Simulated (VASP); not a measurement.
Input of a VASP 6.6.1 run:

File INCAR:

```
SYSTEM = VO2
PREC = Accurate ; ENCUT = 600
EDIFF = 1E-6 ; ISMEAR = -1
SIGMA = 0.05 ; LREAL = .False.
LASPH = .True. ; NELM = 200
ALGO = Normal ; ISIF = 2
LWAVE = .False. ; LCHARG = .False.
ISPIN = 2 ; MAGMOM = 2 2 0 0 0 0
LORBIT = 11 ; LMAXMIX = 4
GGA = PE ; NBANDS = 38
GGA_COMPAT = .False.
```

Contents of KPOINTS:

```
Automatic mesh
0
Gamma
  6 6 9
  0 0 0
```

POSCAR

```
VO2
1.0
    4.4151925128      0.0000000000      0.0000000000
    0.0000000000      4.4151925128      0.0000000000
    0.0000000000      0.0000000000      2.9823009287
V O
2 4
Direct
    0.5000000000      0.5000000000      0.5000000000
    0.0000000000      0.0000000000      0.0000000000
    0.2003580000      0.7996420000      0.5000000000
    0.7996420000      0.2003580000      0.5000000000
    0.7003580000      0.7003580000      0.0000000000
    0.2996420000      0.2996420000      0.0000000000
```

Potentials or basis: VASP PAW PBE potentials, release 64 (V_sv, O).

Launch:

```console
$ cat potpaw_PBE.64/V_sv/POTCAR potpaw_PBE.64/O/POTCAR > POTCAR
$ mpirun -np 1 vasp_std > vasp.out
```

(1) What does it give for the site moments?

(2) Estimate the band gap on the k mesh.

(3) What does it give for the net moment?

Answers

(1) V +1.06; O -0.06 μB.

(2) zero (filled and empty bands overlap).

(3) 2.00 μB per cell.

Caveat: semilocal functionals often make such compounds metallic where correlation or magnetic order opens a gap, which also shifts bond lengths.
